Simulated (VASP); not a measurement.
A run of VASP 6.6.1:

File INCAR:

```
SYSTEM = SnB17N18
ALGO = Normal ; EDIFF = 1E-6
ENCUT = 520 ; GGA = PE
ISIF = 2 ; ISMEAR = 0
LASPH = .TRUE. ; LCHARG = .FALSE.
LREAL = Auto ; LWAVE = .FALSE.
NBANDS = 102 ; NELECT = 156.0
NELM = 60 ; PREC = Accurate
SIGMA = 0.01
```

KPOINTS

```
Automatic mesh
0
Gamma
  1 1 1
  0.25 0.25 0.25
```

The input POSCAR:

```
SnB17N18
1.0
    7.4650312809      0.0000000000      0.0000000000
   -3.7325156404      6.4649067293      0.0000000000
    0.0000000000      0.0000000000      6.4954828800
B N Sn
17 18 1
Direct
    0.0843235803      0.2075206176      0.2340242641
    0.2443837061      0.1217048415      0.7520021576
    0.0839256028      0.5402147730      0.2408795156
    0.2444466579      0.4614054519      0.7502746141
    0.0839716421      0.8744719328      0.2412181046
    0.2451831787      0.7917173447      0.8009064444
    0.4158753330      0.2072096929      0.2117263600
    0.5757440765      0.1201085175      0.7735198510
    0.4158901036      0.5390981942      0.2116466136
    0.4184994167      0.8745127791      0.2465778260
    0.5753615994      0.7938458044      0.7675400968
    0.7526165242      0.2086573829      0.2367273608
    0.9124114969      0.1253367064      0.7641242583
    0.7458833334      0.5382641069      0.2562296023
    0.9167578289      0.4613261964      0.8183547849
    0.7525396161      0.8746763896      0.2347775189
    0.9164697693      0.7937106529      0.8137456419
    0.1342637838      0.2360926800      0.7437837165
    0.1947301803      0.0968558420      0.2314046160
    0.1371344145      0.5688715418      0.8006306934
    0.1945440411      0.4296801373      0.2318264766
    0.1363084799      0.9049582898      0.7984999056
    0.1960999601      0.7639422843      0.2539933165
    0.4570714422      0.2104125183      0.7212478763
    0.5288169216      0.0981279617      0.2398778542
    0.4563915027      0.5854038095      0.7105300991
    0.5222724182      0.4266610191      0.1860670188
    0.4674351610      0.9020453001      0.8030083607
    0.5288436702      0.7623767718      0.2364687233
    0.8016016007      0.2372325527      0.7787077951
    0.8617973666      0.0969914047      0.2412196747
    0.8172363265      0.5780330206      0.8447839087
    0.8641544144      0.4288830216      0.2341912827
    0.8014368681      0.9016314138      0.7724528079
    0.8643723115      0.7670177940      0.2345608730
    0.6368119629      0.4856439589      0.5876838513
```

Potentials or basis: VASP PAW PBE potentials, release 64 (B, N, Sn_d).

Launch:

```sh
$ cat potpaw_PBE.64/B/POTCAR potpaw_PBE.64/N/POTCAR potpaw_PBE.64/Sn_d/POTCAR > POTCAR
$ mpirun -np 1 vasp_std > vasp.out
```

Hardware: 1 thread of Intel Xeon 8259CL (shared host).

Estimate the wall time of this run.

It took 15 min on 1 thread of Intel Xeon 8259CL, on a shared host, peak memory 0.44 GiB. Counts: scf iterations 16, k points 6.
